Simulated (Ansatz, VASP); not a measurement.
## Mg3CdSe4 in VASP and in Ansatz

Contents of INCAR:

```
SYSTEM = Mg3CdSe4
ALGO = Normal
EDIFF = 1E-6
EDIFFG = -0.08
ENCUT = 600
GGA = PE
IBRION = 2
ISIF = 3
ISMEAR = 0
LASPH = .True.
LCHARG = .False.
LREAL = .False.
LWAVE = .False.
NELM = 80
NSW = 36
PREC = Accurate
SIGMA = 0.15
```

KPOINTS

```
k-points
0
Gamma
  2 2 2
  0 0 0
```

POSCAR

```
Mg3CdSe4
1.0
    5.8123980800      0.0000000000      0.0000000000
    0.0000000000      5.8123980800      0.0000000000
    0.0000000000      0.0000000000      5.8123980800
Mg Cd Se
3 1 4
Direct
    0.0000000000      0.0000000000      0.5000000000
    0.0000000000      0.5000000000      0.0000000000
    0.5000000000      0.0000000000      0.0000000000
    0.5000000000      0.5000000000      0.5000000000
    0.7563347300      0.7563347300      0.2436652700
    0.7563347300      0.2436652700      0.7563347300
    0.2436652700      0.7563347300      0.7563347300
    0.2436652700      0.2436652700      0.2436652700
```

Input for Ansatz:

```yaml
crystal:
  lattice:
    - [5.81239808, 0.0, 0.0]
    - [0.0, 5.81239808, 0.0]
    - [0.0, 0.0, 5.81239808]
  atoms:
    - { symbol: Mg, position: [0.0, 0.0, 0.5] }
    - { symbol: Mg, position: [0.0, 0.5, 0.0] }
    - { symbol: Mg, position: [0.5, 0.0, 0.0] }
    - { symbol: Cd, position: [0.5, 0.5, 0.5] }
    - { symbol: Se, position: [0.75633473, 0.75633473, 0.24366527] }
    - { symbol: Se, position: [0.75633473, 0.24366527, 0.75633473] }
    - { symbol: Se, position: [0.24366527, 0.75633473, 0.75633473] }
    - { symbol: Se, position: [0.24366527, 0.24366527, 0.24366527] }
basis:
  ecutwfc: 420
kpoints:
  mp_grid: { grid: [2, 2, 2] }
hamiltonian:
  xc: pbe
scf:
  occupations: { method: gaussian, width: 0.15 }
  lower_state_search: "off"
output:
  forces: true
  stress: true
  eigenvalues: true
relax:
  adjacent_minimum: "off"
  f_tol: 0.08
  max_steps: 16
  cell: { stress_tol: 0.8 }
```

Change from the starting cell: species swapped into the MgZn3S4 type (P-43m, No. 215).

Alike in both runs: task relaxation of cell and atoms; functional PBE; k mesh 2 × 2 × 2; occupations gaussian, width 0.15 eV; no spin polarisation.

|  | VASP | Ansatz |
| --- | --- | --- |
| version | VASP 6.6.1 | Ansatz 0.2.0 |
| potentials or method | VASP PAW PBE potentials, release 64 (Mg, Cd, Se), cutoff 600 eV | scalar-relativistic, plane waves, PAW |
| valence electrons in the cell | 42 | 114 |

Ansatz gave:

| Quantity | Value |
| --- | --- |
| gap on the k mesh at the Fermi level, each at its own relaxed structure (eV) | 1.92 |
| relaxed volume (Å³/atom) | 27.65 |
| relaxed cell length with the largest relative difference (Å) | 6.047 |

Task: Which values does VASP return?

Result: gap on the k mesh at the Fermi level, each at its own relaxed structure (eV): 1.91; relaxed volume (Å³/atom): 27.63; relaxed cell length with the largest relative difference (Å): 6.046.

VASP's potentials hold 42 valence electrons a cell and Ansatz's 114, so a difference there can come from the potentials and not from the codes.

The k mesh is coarse, so the values compare programs but aren't converged.
